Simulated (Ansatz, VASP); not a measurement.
# ZnSe in VASP and in Ansatz

```xyz
2
Lattice="0.0000 2.8329 2.8329 2.8329 0.0000 2.8329 2.8329 2.8329 0.0000" Properties=species:S:1:pos:R:3 pbc="T T T"
Zn    0.0000    0.0000    0.0000
Se    4.2494    4.2494    4.2494
```

Alike in both runs: functional r2SCAN; k mesh 8 × 8 × 8; no spin polarisation.

Ansatz relaxed the structure, and its values are those at the end. VASP's run is a single point on that final structure, the one shown.

|  | VASP | Ansatz |
| --- | --- | --- |
| version | VASP 6.6.1 | Ansatz 0.2.0 |
| potentials or method | VASP PAW PBE potentials, release 64 (Zn, Se) | PAW with Ansatz's default frozen-core files, scalar-relativistic |
| plane-wave cutoff (eV) | 520 | 500 |
| occupations | gaussian, width 0.01 eV | fixed |
| valence electrons in the cell | 18 | 28 |

```tsv
	VASP	Ansatz	Ansatz less VASP
pressure (GPa)	0.1	0.0	-0.10
```

VASP's potentials were made for PBE, not for r2SCAN. VASP's potentials hold 18 valence electrons a cell and Ansatz's 28, so a difference there can come from the potentials and not from the codes.
